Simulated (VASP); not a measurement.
The system is SiNi.

```
CELL_PARAMETERS angstrom
4.50369 0.00000 0.00000
0.00000 4.50369 0.00000
0.00000 0.00000 4.50369
ATOMIC_POSITIONS crystal
Ni 0.14950 0.14950 0.14950
Ni 0.64950 0.35050 0.85050
Ni 0.85050 0.64950 0.35050
Ni 0.35050 0.85050 0.64950
Si 0.84683 0.84683 0.84683
Si 0.34683 0.65317 0.15317
Si 0.15317 0.34683 0.65317
Si 0.65317 0.15317 0.34683
```

Base run:

| Item | Value |
| --- | --- |
| Program | VASP 6.6.1 |
| Functional | PBEsol |
| Potentials or basis | VASP PAW PBE potentials, release 64 (Ni, Si) |
| Cutoff | 520 eV |
| k mesh | 5 × 5 × 5 |
| Occupations | fermi-dirac, width 0.05 eV |
| Spin | collinear spin, ferromagnetic start |
| Starting moments | [1.25, 1.25, 1.25, 1.25, 0.0, 0.0, 0.0, 0.0] μB |
| Fixed moment | 5 μB |

Its results: pressure 5.7 GPa; site moments Ni +0.85; Si +0.20 μB; largest force 0.190 eV/Å.

Task: The run is repeated on the same cell with these changes: fixed moment from 5 μB to 2 μB; moments at the start from [1.25, 1.25, 1.25, 1.25, 0.0, 0.0, 0.0,  to [0.5, 0.5, 0.5, 0.5, 0.0, 0.0, 0.0, 0.0]. What comes out?

Result: Pressure -2.3 GPa; site moments Ni +0.35; Si +0.08 μB; largest force 0.052 eV/Å.

Caveats: the PAW data sets were made with another functional, which shifts forces and pressure a little; the total moment is fixed, so each spin has its own Fermi level.
